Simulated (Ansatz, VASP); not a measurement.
Al2P3: VASP beside Ansatz

INCAR

```
PREC = Accurate
ENCUT = 600
EDIFF = 1E-6
ISMEAR = 0
SIGMA = 0.1
LREAL = F
LASPH = T
NELM = 80
ALGO = Normal
ISIF = 3
LWAVE = F
LCHARG = F
GGA = PE
IBRION = 2
NSW = 90
EDIFFG = -0.04
```

Contents of KPOINTS:

```
Automatic mesh
0
Gamma
  4 4 4
```

POSCAR

```
Al2P3
1.0
    4.3350643300      0.0000000000      0.0000000000
    0.0000000000      4.3350643300      0.0000000000
    0.0000000000      0.0000000000      4.8355210700
Al P
2 3
Direct
    0.5000000000      0.0000000000      0.0000000000
    0.0000000000      0.5000000000      0.0000000000
    0.5000000000      0.0000000000      0.5000000000
    0.0000000000      0.5000000000      0.5000000000
    0.0000000000      0.0000000000      0.0000000000
```

Input for Ansatz:

```yaml
crystal:
  lattice:
    - [4.33506433, 0.0, 0.0]
    - [0.0, 4.33506433, 0.0]
    - [0.0, 0.0, 4.83552107]
  atoms:
    - { symbol: Al, position: [0.5, 0.0, 0.0] }
    - { symbol: Al, position: [0.0, 0.5, 0.0] }
    - { symbol: P, position: [0.5, 0.0, 0.5] }
    - { symbol: P, position: [0.0, 0.5, 0.5] }
    - { symbol: P, position: [0.0, 0.0, 0.0] }
basis:
  ecutwfc: 420
kpoints:
  mp_grid: { grid: [4, 4, 4] }
hamiltonian:
  xc: pbe
scf:
  occupations: { method: gaussian, width: 0.1 }
  lower_state_search: "off"
output:
  forces: true
  stress: true
  eigenvalues: true
relax:
  adjacent_minimum: "off"
  f_tol: 0.04
  max_steps: 70
  cell: { stress_tol: 0.4 }
```

Alike in both runs: task relaxation of cell and atoms; functional PBE; k mesh 4 × 4 × 4; occupations gaussian, width 0.1 eV; no spin polarisation.

|  | VASP | Ansatz |
| --- | --- | --- |
| version | VASP 6.6.1 | Ansatz 0.2.0 |
| potentials or method | VASP PAW PBE potentials, release 64 (Al, P), cutoff 600 eV | scalar-relativistic, plane waves, PAW |
| valence electrons in the cell | 21 | 21 |

Ansatz gave:

| Quantity | Value |
| --- | --- |
| gap on the k mesh at the Fermi level, each at its own relaxed structure (eV) | none |
| relaxed volume (Å³/atom) | 20.54 |
| relaxed cell length with the largest relative difference (Å) | 4.639 |

Question: What did VASP give for the same quantities?

Answer: gap on the k mesh at the Fermi level, each at its own relaxed structure (eV): none; relaxed volume (Å³/atom): 20.61; relaxed cell length with the largest relative difference (Å): 4.646.

A gap of «none» marks a metal or a gap that the smearing closes.

The k mesh is coarse, so the values compare programs but aren't converged.
